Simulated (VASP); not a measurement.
# Si7O16 (a cell with a defect) in VASP: further runs, part 2 of 2

VASP 6.6.1. Earlier steps stand in the parts before.

### 3 Single point, PBE+D3(BJ)

INCAR

```
PREC = Accurate
ENCUT = 520
EDIFF = 1E-6
ISMEAR = -1
SIGMA = 0.05
LREAL = Auto
LASPH = T
NELM = 100
ALGO = Normal
ISIF = 2
LWAVE = F
LCHARG = T
GGA = PE
IVDW = 12
LELF = T
LVHAR = T
NBANDS = 79
```

KPOINTS

```
regular mesh
0
Gamma
  2 2 2
```

POSCAR

```
Si7O16
1.0
   -4.1929000000     -4.1929000000      0.0000000000
    4.1929000000     -4.1929000000      0.0000000000
    0.0000000000      0.0000000000      5.3408000000
Si O
7 16
Direct
    0.5000000000      0.5000000000     -0.0021697166
    0.5000000000      0.5000000000      0.5021697166
    0.0000000000      0.5000000000      0.2500000000
    0.0000000000      0.0000000000      0.0004867518
    0.5000000000      0.0000000000      0.2500000000
    0.0000000000      0.0000000000      0.4995132482
    0.5000000000      0.0000000000      0.7500000000
    0.2067074456      0.5000000000      0.0178900600
    0.0000000000      0.1932826550      0.2500000000
    0.7932925544      0.5000000000      0.0178900600
    0.0000000000      0.8067173450      0.2500000000
    0.2067074456      0.5000000000      0.4821099400
    0.0000000000      0.1839200285      0.7500000000
    0.7932925544      0.5000000000      0.4821099400
    0.0000000000      0.8160799715      0.7500000000
    0.6931435137      0.0000000000      0.0016180003
    0.5000000000      0.6987310527      0.2500000000
    0.3068564863      0.0000000000      0.0016180003
    0.5000000000      0.3012689473      0.2500000000
    0.6931435137      0.0000000000      0.4983819997
    0.5000000000      0.6957393370      0.7500000000
    0.3068564863      0.0000000000      0.4983819997
    0.5000000000      0.3042606630      0.7500000000
```

Potentials or basis: VASP PAW PBE potentials, release 64 (Si, O).

Started as:

```
cat potpaw_PBE.64/Si/POTCAR potpaw_PBE.64/O/POTCAR > POTCAR
mpirun -np 1 vasp_std > vasp.out
```

OUTCAR:

```text
PREC = Accurate
   ENCUT = 520
   EDIFF = 1E-6
   ISMEAR = -1
   LREAL = Auto
   LASPH = T
   NELM = 100
   ISIF = 2
   GGA = PE
   IVDW = 12
 IVDW          = 12

 ion  position               nearest neighbor table
   1  0.500  0.500  0.998-   8 1.74  10 1.74  21 1.76  23 1.76  17 1.79  19 1.79   2 2.65   2 2.69

   2  0.500  0.500  0.502-  12 1.74  14 1.74  21 1.76  23 1.76  17 1.79  19 1.79   1 2.65   1 2.69

   3  0.000  0.500  0.250-   8 1.74  10 1.74  12 1.74  14 1.74   9 1.82  11 1.82
   4  0.000  0.000  0.000-  13 1.73  15 1.73   9 1.76  11 1.76  16 1.82  18 1.82   6 2.67   6 2.68

   5  0.500  0.000  0.250-  16 1.75  18 1.75  20 1.75  22 1.75  17 1.79  19 1.79   7 2.67   7 2.67

   6  0.000  0.000  0.500-  13 1.73  15 1.73   9 1.76  11 1.76  20 1.82  22 1.82   4 2.67   4 2.68
[... 5 lines left out ...]
  10  0.793  0.500  0.018-   1 1.74   3 1.74
  11  0.000  0.807  0.250-   4 1.76   6 1.76   3 1.82
  12  0.207  0.500  0.482-   2 1.74   3 1.74
  13  0.000  0.184  0.750-   4 1.73   6 1.73
  14  0.793  0.500  0.482-   2 1.74   3 1.74
  15  0.000  0.816  0.750-   4 1.73   6 1.73
  16  0.693  0.000  0.002-   5 1.75   7 1.77   4 1.82
  17  0.500  0.699  0.250-   5 1.79   2 1.79   1 1.79
  18  0.307  0.000  0.002-   5 1.75   7 1.77   4 1.82
  19  0.500  0.301  0.250-   5 1.79   2 1.79   1 1.79
  20  0.693  0.000  0.498-   5 1.75   7 1.77   6 1.82
  21  0.500  0.696  0.750-   1 1.76   2 1.76   7 1.80
  22  0.307  0.000  0.498-   5 1.75   7 1.77   6 1.82
  23  0.500  0.304  0.750-   1 1.76   2 1.76   7 1.80

  LATTYP: Found a simple tetragonal cell.
 ALAT       =     5.9296560457
 C/A-ratio  =     0.9006930518

  Lattice vectors:

 A1 = (  -4.1929000000,  -4.1929000000,   0.0000000000)
 A2 = (   4.1929000000,  -4.1929000000,   0.0000000000)
 A3 = (   0.0000000000,   0.0000000000,   5.3408000000)

Analysis of symmetry for initial positions (statically):
=====================================================================
 Subroutine PRICEL returns:
 Original cell was already a primitive cell.
[... 172 lines left out ...]
  Thomas-Fermi vector in A             =   2.545955
   LORBIT       =      0    0 simple, 1 ext, 2 COOP (PROOUT), +10 PAW based schemes
   GGA     = PE    functional components
   LHFCALC =     F    Hartree Fock is set to
   AEXX    =    0.0000 exact exchange contribution
   IVDW    =    12    specifies the selected vdW correction
   LEPSILON=     F    determine dielectric tensor
   LRPA    =     F    only Hartree local field effects (RPA)
 non-spin polarized calculation
  energy-cutoff  :      520.00
  volume of cell :      187.79
 maximum number of plane-waves:      5080
 NGX is ok and might be reduce to    48
   NGX = 23   NGY = 23   NGZ = 19

 number of electron     123.9999943 magnetization

 Free energy of the ion-electron system (eV)
  ---------------------------------------------------
  ext. energy  EPLUGINS =         0.00000000
  ---------------------------------------------------
  free energy    TOTEN  =      -165.70769447 eV

  energy without entropy =     -165.57188236  energy(sigma->0) =     -165.63978841

 E-fermi :   6.2355     XC(G=0): -11.9076

 val. band max:        6.2347473723   @ k =   0.0000   0.0000   0.0000
 cond. band min:       6.2494040384   @ k =   0.0000   0.0000   0.5000
 fundamental gap:      0.0146566661
 Fermi energy:         6.2355437070

 k-point     1 :       0.0000    0.0000    0.0000
  band No.  band energies     occupation
      1     -15.6447      2.00000
      2     -14.0672      2.00000
      3     -13.4635      2.00000
      4     -13.1757      2.00000
      5     -13.0181      2.00000
      6     -12.6657      2.00000
[... 605 lines left out ...]
     73      17.3253      0.00000
     74      17.3547      0.00000
 [bands above 74 left out]

------------------------ aborting loop because EDIFF is reached ----------------------------------------

 Edisp (eV)   -4.87283

 E8    (eV) :    -1.6454

  FORCE on cell =-STRESS in cart. coord.  units (eV):
  Direction    XX          YY          ZZ          XY          YZ          ZX
  --------------------------------------------------------------------------------------
  -------------------------------------------------------------------------------------
  Total       5.59285     5.59285     8.99783    -0.77585     0.00000     0.00000
  in kB      47.71760    47.71760    76.76850    -6.61949     0.00000     0.00000
  external pressure =       57.40 kB  Pullay stress =        0.00 kB

 VOLUME and BASIS-vectors are now :
 -----------------------------------------------------------------------------
  energy-cutoff  :      520.00
  volume of cell :      187.79
      direct lattice vectors                 reciprocal lattice vectors
    -4.192900000 -4.192900000  0.000000000    -0.119249207 -0.119249207  0.000000000
     4.192900000 -4.192900000  0.000000000     0.119249207 -0.119249207  0.000000000
     0.000000000  0.000000000  5.340800000     0.000000000  0.000000000  0.187237867

 POSITION                                       TOTAL-FORCE (eV/Angst)
 -----------------------------------------------------------------------------------
      0.00000     -4.19290      5.32921         0.000000      0.000000     -0.019224
      0.00000     -4.19290      2.68199         0.000000     -0.000000      0.019224
      2.09645     -2.09645      1.33520         0.000000      0.000000     -0.000000
      0.00000      0.00000      0.00260         0.000000      0.000000      0.053773
     -2.09645     -2.09645      1.33520         0.000000      0.000000     -0.000000
      0.00000      0.00000      2.66780         0.000000     -0.000000     -0.053773
[... 15 lines left out ...]
     -1.28662     -1.28662      2.66176         0.016084      0.016084     -0.000210
     -0.82072     -3.37218      4.00560        -0.010104      0.010104     -0.000000
 -----------------------------------------------------------------------------------
    total drift:                               -0.000000     -0.000000     -0.000000

  FREE ENERGIE OF THE ION-ELECTRON SYSTEM (eV)
  ---------------------------------------------------
  free  energy   TOTEN  =      -170.5805212126 eV

  energy  without entropy=     -170.4447091031  energy(sigma->0) =     -170.51261516
```

OSZICAR:

```text
N       E                     dE             d eps       ncg     rms          rms(c)
DAV:   1     0.685164425316E+03    0.68516E+03   -0.70412E+04  1264   0.154E+03
DAV:   2    -0.139406146956E+03   -0.82457E+03   -0.80852E+03  1511   0.341E+02
DAV:   3    -0.178998093440E+03   -0.39592E+02   -0.39171E+02  1504   0.764E+01
DAV:   4    -0.179495007165E+03   -0.49691E+00   -0.49549E+00  1496   0.944E+00
DAV:   5    -0.179502942035E+03   -0.79349E-02   -0.79282E-02  1456   0.109E+00    0.319E+01
DAV:   6    -0.165872697293E+03    0.13630E+02   -0.53808E+01  1432   0.262E+01    0.155E+01
DAV:   7    -0.168023919661E+03   -0.21512E+01   -0.13834E+01  1521   0.110E+01    0.162E+01
DAV:   8    -0.165995133583E+03    0.20288E+01   -0.27773E+01  1633   0.794E+00    0.763E+00
DAV:   9    -0.165752399480E+03    0.24273E+00   -0.21029E+00  1520   0.459E+00    0.360E+00
DAV:  10    -0.165715999080E+03    0.36400E-01   -0.45880E-01  1512   0.267E+00    0.200E+00
DAV:  11    -0.165703289333E+03    0.12710E-01   -0.83307E-02  1568   0.135E+00    0.104E+00
DAV:  12    -0.165708317274E+03   -0.50279E-02   -0.23397E-02  1416   0.714E-01    0.469E-01
DAV:  13    -0.165707600110E+03    0.71716E-03   -0.20060E-03  1488   0.204E-01    0.258E-01
DAV:  14    -0.165707757016E+03   -0.15691E-03   -0.14854E-03  1456   0.181E-01    0.973E-02
DAV:  15    -0.165707700921E+03    0.56095E-04   -0.18196E-04  1480   0.598E-02    0.416E-02
DAV:  16    -0.165707693703E+03    0.72185E-05   -0.59117E-05  1464   0.326E-02    0.212E-02
DAV:  17    -0.165707694470E+03   -0.76682E-06   -0.74498E-06  1448   0.112E-02
   1 F= -.17058052E+03 E0= -.17051262E+03  d E =-.135812E+00
```

stdout:

```text
POSCAR found type information on POSCAR SiO
 POSCAR found :  2 types and      23 ions
 scaLAPACK will be used
 LDA part: xc-table for (Slater+PW92), standard interpolation
 POSCAR, INCAR and KPOINTS ok, starting setup
 FFT: planning ... GRIDC
 FFT: planning ... GRID_SOFT
 FFT: planning ... GRID
 WAVECAR not read
 entering main loop
```

Run time: 3.8 min. Hardware: 1 thread of Intel Xeon 6975P-C, shared host; peak memory 0.32 GiB.

What came out:

```yaml
Free_energy: -170.5805 eV
Pressure: 5.7 GPa
Largest_force: 0.054 eV/Å
Band_gap_on_the_k_mesh: zero (band 62 reaches 6.33 eV, above the bottom of band 63 at 6.06 eV)
Dispersion_energy_per_atom: -0.212 eV
```

Forces in eV/Å, atoms in the order of the input:
```
Si   0.000  0.000 -0.019
Si   0.000  0.000  0.019
Si   0.000  0.000  0.000
Si   0.000  0.000  0.054
Si   0.000  0.000  0.000
Si   0.000  0.000 -0.054
Si   0.000  0.000  0.000
O    0.003  0.003 -0.011
O    0.014 -0.014  0.000
O   -0.003 -0.003 -0.011
O   -0.014  0.014  0.000
O    0.003  0.003  0.011
O    0.034 -0.034  0.000
O   -0.003 -0.003  0.011
O   -0.034  0.034  0.000
O   -0.016 -0.016  0.000
O    0.005 -0.005  0.000
O    0.016  0.016  0.000
O   -0.005  0.005  0.000
O   -0.016 -0.016  0.000
O    0.010 -0.010  0.000
O    0.016  0.016  0.000
O   -0.010  0.010  0.000
```

Levels at points of the mesh, in eV from the Fermi level:
```
           k point  band 59  band 60  band 61  band 62  band 63  band 64  band 65  band 66
(0.00, 0.00, 0.00)    -0.58    -0.09    -0.06     0.00     0.19     0.67     6.39     7.49
(0.50, 0.00, 0.00)    -0.53    -0.48    -0.43    -0.19     0.27     0.31     7.21     8.24
(0.00, 0.50, 0.00)    -0.40    -0.22    -0.09    -0.06    -0.04     0.07     7.42     7.70
(0.50, 0.50, 0.00)    -0.39    -0.34    -0.21    -0.02     0.10     0.29     8.14     8.43
(0.00, 0.00, 0.50)    -0.44    -0.27    -0.12    -0.09     0.01     0.09     8.08     8.14
(0.50, 0.00, 0.50)    -0.48    -0.16    -0.14    -0.11    -0.02     0.05     8.21     8.50
(0.00, 0.50, 0.50)    -0.68    -0.13     0.00     0.09     0.14     0.29     8.58     8.65
(0.50, 0.50, 0.50)    -0.46    -0.45    -0.45    -0.35    -0.17     0.14     9.35     9.61
```

Caveat: the k points lie up to 0.59 Å⁻¹ apart.
